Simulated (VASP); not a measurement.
Write the native input for VASP 6.6.1 that does the following.

| Property | Result |
| --- | --- |
| Task | single point |
| Functional | r2SCAN |
| Potentials or basis | VASP PAW PBE potentials, release 64 (C_h) |
| Cutoff | 910 eV |
| k mesh | 6 × 6 × 6 |
| Occupations | gaussian, width 0.05 eV |
| Spin | no spin polarisation |
| Dipole correction | no |
| Second run | hard_potentials |
| Further INCAR settings | ALGO = Normal; EDIFF = 1e-06; NBANDS = 26 |

Crystal: C.

```
C
1.0
     3.56680    0.00000    0.00000
     0.00000   -3.56680    0.00000
     0.00000    0.00000   -3.56680
C
8
Cartesian
  1.7834 0.0000 0.0000
  0.0000 -1.7834 0.0000
  0.0000 0.0000 -1.7834
  1.7834 -1.7834 -1.7834
  2.6751 -2.6751 -2.6751
  0.8917 -0.8917 -2.6751
  0.8917 -2.6751 -0.8917
  2.6751 -0.8917 -0.8917
```

The input as run:

POSCAR

```
C
1.0
    3.5668000000      0.0000000000      0.0000000000
    0.0000000000     -3.5668000000      0.0000000000
    0.0000000000      0.0000000000     -3.5668000000
C
8
Direct
    0.5000000000      0.0000000000      0.0000000000
    0.0000000000      0.5000000000      0.0000000000
    0.0000000000      0.0000000000      0.5000000000
    0.5000000000      0.5000000000      0.5000000000
    0.7500000000      0.7500000000      0.7500000000
    0.2500000000      0.2500000000      0.7500000000
    0.2500000000      0.7500000000      0.2500000000
    0.7500000000      0.2500000000      0.2500000000
```

INCAR.step1

```
PREC = Accurate
ENCUT = 910
ISMEAR = 0
SIGMA = 0.05
LREAL = False
LASPH = True
NELM = 120
NBANDS = 26
GGA = PE
ALGO = Normal
EDIFF = 1E-5
LWAVE = True
LCHARG = False
GGA_COMPAT = False
```

INCAR.step2

```
PREC = Accurate
ENCUT = 910
EDIFF = 1E-6
ISMEAR = 0
SIGMA = 0.05
LREAL = False
LASPH = True
NELM = 120
ALGO = Normal
ISIF = 2
LWAVE = False
LCHARG = False
METAGGA = R2SCAN
LMIXTAU = True
NBANDS = 26
ISTART = 1
GGA_COMPAT = False
```

KPOINTS

```
Automatic mesh
0
Gamma
  6 6 6
```

Potentials or basis: VASP PAW PBE potentials, release 64 (C_h).

Launch:

```console
$ cat potpaw_PBE.64/C_h/POTCAR > POTCAR
$ cp INCAR.step1 INCAR
$ mpirun -np 1 vasp_std > vasp.out
$ cp INCAR.step2 INCAR
$ mpirun -np 1 vasp_std > vasp.out
```

Results of the run:

```yaml
Pressure: -3.3 GPa
Band_gap_on_the_k_mesh: 4.37 eV
```

Caveat: the cutoff is under 1.25 times the usual one of these potentials, so pressure, stress and relaxed cells hold a basis-set (Pulay) error; the PAW data sets were made with another functional, which shifts forces and pressure a little.

Run time: 65 s on 1 thread of Intel(R) Xeon(R) 6975P-C (Granite Rapids), on a shared host, peak memory 0.21 GiB.
